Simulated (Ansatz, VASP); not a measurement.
**Two plane-wave programs on Te**

```xyz
1
Lattice="3.2140 0.0000 0.0000 0.0000 3.2140 0.0000 0.0000 0.0000 3.2140" Properties=species:S:1:pos:R:3 pbc="T T T"
Te    0.0000    0.0000    0.0000
```

Alike in both runs: task single point; functional LDA; k mesh 11 × 11 × 11; occupations fermi-dirac, width 0.1 eV; no spin polarisation.

|  | VASP | Ansatz |
| --- | --- | --- |
| version | VASP 6.6.1 | Ansatz 0.2.0 |
| potentials or method | VASP PAW LDA potentials, release 64 (Te), cutoff 520 eV | plane waves (420 eV) with PAW, scalar-relativistic |
| valence electrons in the cell | 6 | 16 |

|  | VASP | Ansatz | Ansatz less VASP |
| --- | --- | --- | --- |
| pressure (GPa) | -3.9 | -3.9 | -0.04 |

Ansatz warns that its potentials were made for another functional, while VASP's fit it. LDA's correlation is that of Perdew and Zunger in VASP and of Perdew and Wang (1992) in Ansatz. VASP's potentials hold 6 valence electrons a cell and Ansatz's 16, so a difference there can come from the potentials and not from the codes.

Neither program's run includes spin-orbit coupling.
